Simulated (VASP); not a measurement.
CuF: single point with PBE

CuF:

```xyz
4
Lattice="2.7625 0.0000 0.0000 -1.3813 2.3924 0.0000 0.0000 0.0000 6.4020" Properties=species:S:1:pos:R:3 pbc="T T T"
Cu    0.0000    0.0000    0.0000
Cu    0.0000    0.0000    3.2010
F     0.0000    1.5950    1.6005
F     1.3813    0.7975    4.8015
```

```
Program             : VASP 6.6.1
Task                : single point
Functional          : PBE
Potentials or basis : VASP PAW PBE potentials, release 64 (Cu, F)
Cutoff              : 520 eV
k mesh              : 9 × 9 × 4
Occupations         : fermi-dirac, width 0.02 eV
Spin                : no spin polarisation
```

```json
{"Pressure": "6.2 GPa", "Band gap on the k mesh": "zero (bands 18 and 19 overlap by 0.42 eV)"}
```

Stress tensor (GPa, compression positive):
```
5.24 0.00 0.00
0.00 5.24 0.00
0.00 0.00 8.16
```

Levels at points of the mesh, in eV from the Fermi level:
```
           k point  band 15  band 16  band 17  band 18  band 19  band 20  band 21  band 22
(0.00, 0.00, 0.00)    -0.78    -0.66    -0.66    -0.37    -0.37     3.26     5.37    12.83
(0.00, 0.00, 0.50)    -0.54    -0.54    -0.54    -0.54     0.60     0.60     8.63     8.63
```

It took 38 s on 1 thread of Intel(R) Xeon(R) Platinum 8375C CPU @ 2.90GHz (Ice Lake), with other jobs on the host, peak memory 0.18 GiB.

Caveat: the cell stands under pressure. With open d or f shells a metallic result of PBE can be an artefact of self-interaction; +U or a hybrid may open a gap.
